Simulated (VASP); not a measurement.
# MgO (P6_3mc) in VASP: dielectric tensor with r2SCAN

Aim: the dielectric tensor of MgO with r2SCAN.

Program: VASP 6.6.1. These are calculated values, not measurements. Logs are shortened: lines on timing, memory, paths and dates and some standing lists are left out, and cuts for length are marked.

### Step 1. The cell of the first run

It takes space group P6_3mc (No. 186, hexagonal). The conventional cell has a = 3.255 Å, b = 3.255 Å, c = 5.106 Å, α = 90.00°, β = 90.00°, γ = 120.00°. Within 2.6 Å of Mg (site symmetry 3m) lie 4 O at 1.96 to 1.98 Å. Within 2.6 Å of O (site symmetry 3m) lie 4 Mg at 1.96 to 1.98 Å.

### Step 2. Dielectric tensor, r2SCAN (epitaxial xy strain -1.0%)

The input, INCAR:

```
SYSTEM = MgO
PREC = Accurate ; ENCUT = 520
EDIFF = 1E-8 ; ISMEAR = 0
SIGMA = 0.01 ; LREAL = .FALSE.
LASPH = .TRUE. ; NELM = 60
ALGO = Normal ; ISIF = 2
LWAVE = .FALSE. ; LCHARG = .FALSE.
METAGGA = R2SCAN ; LMIXTAU = .TRUE.
LCALCEPS = .TRUE.
```

The input, KPOINTS:

```
Automatic mesh
0
G
  9 9 4
  0 0 0
```

The input, POSCAR:

```
MgO
1.0
    3.2553350558      0.0000000000      0.0000000000
   -1.6276675279      2.8192028561      0.0000000000
    0.0000000000      0.0000000000      5.1059905300
Mg O
2 2
Direct
    0.3333333333      0.6666666667     -0.0066133739
    0.6666666667      0.3333333333      0.4933866261
    0.3333333333      0.6666666667      0.3816133739
    0.6666666667      0.3333333333      0.8816133739
```

Potentials or basis: VASP PAW PBE potentials, release 64 (Mg, O).

On the command line:

```
cat potpaw_PBE.64/Mg/POTCAR potpaw_PBE.64/O/POTCAR > POTCAR
mpirun -np 1 vasp_std > vasp.out
```

OUTCAR:

```text
SYSTEM = MgO
   PREC = Accurate
   ENCUT = 520
   EDIFF = 1E-8
   ISMEAR = 0
   LREAL = .FALSE.
   LASPH = .TRUE.
   NELM = 60
   ISIF = 2
   METAGGA = R2SCAN

 ion  position               nearest neighbor table
   1  0.333  0.667  0.993-   4 1.96   4 1.96   4 1.96   3 1.98   2 3.17   2 3.17   2 3.17   2 3.17
                             2 3.17   2 3.17
   2  0.667  0.333  0.493-   3 1.96   3 1.96   3 1.96   4 1.98   1 3.17   1 3.17   1 3.17   1 3.17
                             1 3.17   1 3.17
   3  0.333  0.667  0.382-   2 1.96   2 1.96   2 1.96   1 1.98
   4  0.667  0.333  0.882-   1 1.96   1 1.96   1 1.96   2 1.98

  LATTYP: Found a hexagonal cell.
 ALAT       =     3.2553350558
 C/A-ratio  =     1.5684992305

  Lattice vectors:

 A1 = (   3.2553350558,   0.0000000000,   0.0000000000)
 A2 = (  -1.6276675279,   2.8192028561,   0.0000000000)
 A3 = (   0.0000000000,   0.0000000000,   5.1059905300)

Analysis of symmetry for initial positions (statically):
=====================================================================
 Subroutine PRICEL returns:
 Original cell was already a primitive cell.

 Routine SETGRP: Setting up the symmetry group for a
 hexagonal supercell.

 Subroutine GETGRP returns: Found 12 space group operations
 (whereof  6 operations were pure point group operations)
 out of a pool of 24 trial point group operations.

The static configuration has the point symmetry C_3v.
 The point group associated with its full space group is C_6v.

Analysis of symmetry for dynamics (positions and initial velocities):
=====================================================================
 Subroutine PRICEL returns:
 Original cell was already a primitive cell.

 Routine SETGRP: Setting up the symmetry group for a
 hexagonal supercell.

 Subroutine GETGRP returns: Found 12 space group operations
 (whereof  6 operations were pure point group operations)
 out of a pool of 24 trial point group operations.

The dynamic configuration has the point symmetry C_3v.
 The point group associated with its full space group is C_6v.

 Subroutine INISYM returns: Found 12 space group operations
 (whereof  6 operations are pure point group operations),
 and found     1 'primitive' translations

----------------------------------------------------------------------------------------

[... 162 lines left out ...]
      9   10000.0000      0.00000
     10   10000.0000      0.00000
     11   10000.0000      0.00000
     12   10000.0000      0.00000
[... 331 lines left out ...]
 k-point    24 :       0.3333    0.3333    0.2500
  band No.  band energies     occupation
      1     -15.6600      2.00000
      2     -15.6600      2.00000
      3      -1.8235      2.00000
      4      -1.5789      2.00000
      5      -1.5789      2.00000
      6      -0.8916      2.00000
      7      -0.0245      2.00000
      8      -0.0245      2.00000
      9   10000.0000      0.00000
     10   10000.0000      0.00000
     11   10000.0000      0.00000
     12   10000.0000      0.00000

 [... further k-points ...]

------------------------ aborting loop because EDIFF is reached ----------------------------------------

            Ionic dipole moment: p[ion]=(     0.00000     0.00000    13.03512 ) |e| Angst

 Total electronic dipole moment: p[elc]=(     0.00000    -0.00000    -0.54044 ) |e| Angst

 MACROSCOPIC STATIC DIELECTRIC TENSOR (including local field effects)
 ------------------------------------------------------
           2.739157    -0.000000     0.000000
           0.000000     2.739157     0.000000
           0.000000    -0.000000     2.818121
 ------------------------------------------------------

 PIEZOELECTRIC TENSOR (including local field effects) (e Angst)
          XX          YY          ZZ          XY          YZ          ZX
  --------------------------------------------------------------------------------
  x     0.00000     0.00000     0.00000     0.00000    -0.00000     0.21389
  y     0.00000    -0.00000     0.00000    -0.00000     0.21392    -0.00000
  z     0.15464     0.15464    -0.13545    -0.00000     0.00000     0.00000

 PIEZOELECTRIC TENSOR (including local field effects) (C/m^2)
          XX          YY          ZZ          XY          YZ          ZX
  --------------------------------------------------------------------------------
  x     0.00000     0.00000     0.00000     0.00000    -0.00000     0.07313
  y     0.00000    -0.00000     0.00000    -0.00000     0.07314    -0.00000
  z     0.05287     0.05287    -0.04631    -0.00000     0.00000     0.00000

 BORN EFFECTIVE CHARGES (including local field effects) (in |e|, cummulative output)
 ---------------------------------------------------------------------------------
 ion    1
    1     1.80155     0.00000     0.00000
    2     0.00000     1.80155     0.00000
    3     0.00000     0.00000     1.88561
 ion    2
    1     1.80155     0.00000     0.00000
    2     0.00000     1.80155     0.00000
    3    -0.00000     0.00000     1.88561
 ion    3
    1    -1.80155     0.00000     0.00000
    2     0.00000    -1.80155    -0.00000
    3    -0.00000     0.00000    -1.88561
 ion    4
    1    -1.80155     0.00000     0.00000
    2     0.00000    -1.80155    -0.00000
    3    -0.00000     0.00000    -1.88561

  FORCE on cell =-STRESS in cart. coord.  units (eV):
  Direction    XX          YY          ZZ          XY          YZ          ZX
  --------------------------------------------------------------------------------------
  -------------------------------------------------------------------------------------
  Total        0.3552101      0.3552101     -0.1559853      0.0000000      0.0000000      0.0000000
  in kB       12.1448974     12.1448974     -5.3332534      0.0000000      0.0000000      0.0000000
  external PRESSURE =       6.3188471 kB  Pullay stress =       0.0000000 kB

 VOLUME and BASIS-vectors are now :
 -----------------------------------------------------------------------------
  energy-cutoff  :      520.00
  volume of cell :       46.86
      direct lattice vectors                 reciprocal lattice vectors
     3.255335056  0.000000000  0.000000000     0.307188041  0.177355098  0.000000000
    -1.627667528  2.819202856  0.000000000     0.000000000  0.354710197  0.000000000
     0.000000000  0.000000000  5.105990530     0.000000000  0.000000000  0.195848385

 POSITION                                       TOTAL-FORCE (eV/Angst)
 -----------------------------------------------------------------------------------
     -0.00000      1.87947      5.07222         0.000000     -0.000000      0.003872
      1.62767      0.93973      2.51923        -0.000000      0.000000      0.003872
     -0.00000      1.87947      1.94851         0.000000      0.000000     -0.003872
      1.62767      0.93973      4.50151        -0.000000      0.000000     -0.003872
 -----------------------------------------------------------------------------------
    total drift:                                0.000000      0.000001     -0.006386

  FREE ENERGIE OF THE ION-ELECTRON SYSTEM (eV)
  ---------------------------------------------------
  free  energy   TOTEN  =       -31.8461910792 eV

  energy  without entropy=      -31.8461910792  energy(sigma->0) =      -31.84619108
```

OSZICAR:

```text
N       E                     dE             d eps       ncg     rms          rms(c)
DAV:   1     0.647615932637E+02    0.64762E+02   -0.80428E+03   864   0.122E+03
DAV:   2    -0.351879393055E+02   -0.99950E+02   -0.90417E+02  1176   0.250E+02
DAV:   3    -0.405907741421E+02   -0.54028E+01   -0.53777E+01  1096   0.634E+01
[... 13 lines left out ...]
DMP:   8    -0.318461909347E+02   -0.60403E-07   -0.12056E-06   900   0.324E-06  -0.434E-07
DMP:   9    -0.318461910063E+02   -0.71643E-07   -0.82461E-07   900   0.168E-06   0.735E-07
DMP:  10    -0.318461910558E+02   -0.49538E-07   -0.35317E-07   900   0.655E-07   0.439E-07
DMP:  11    -0.318461910740E+02   -0.18208E-07   -0.11779E-07   900   0.299E-07  -0.915E-09
DMP:  12    -0.318461910792E+02   -0.51813E-08   -0.69302E-08   900   0.205E-07  -0.617E-08
   1 F= -.31846191E+02 E0= -.31846191E+02  d E =-.233700E-14
```

Run time: 28 min. Hardware: 1 thread of Intel Xeon Platinum 8259CL at 2.50GHz (Skylake/Cascade Lake), shared host; peak memory 0.48 GiB.

Results:

```yaml
Band_gap_on_the_k_mesh: 4.33 eV, direct
Electronic_dielectric_tensor_diagonal: 2.74, 2.74, 2.82
Born_charges_mean_of_the_diagonal: Mg +1.83; O -1.83 e
```

Electronic dielectric tensor:
```
2.74 0.00 0.00
0.00 2.74 0.00
0.00 0.00 2.82
```

Born effective charge tensors (e):
atom 1, Mg
```
1.80 0.00 0.00
0.00 1.80 0.00
0.00 0.00 1.89
```
atom 2, Mg
```
1.80 0.00 0.00
0.00 1.80 0.00
0.00 0.00 1.89
```
atom 3, O
```
-1.80  0.00  0.00
 0.00 -1.80  0.00
 0.00  0.00 -1.89
```
atom 4, O
```
-1.80  0.00  0.00
 0.00 -1.80  0.00
 0.00  0.00 -1.89
```

Dipole moments of the cell (e·Å, modulo the quantum): ionic 0.000, 0.000, 13.035; electronic 0.000, 0.000, -0.540

Caveat: the cell differs from its parent crystal (epitaxial xy strain -1.0%); the PAW data sets were made with another functional, which shifts forces and pressure a little.
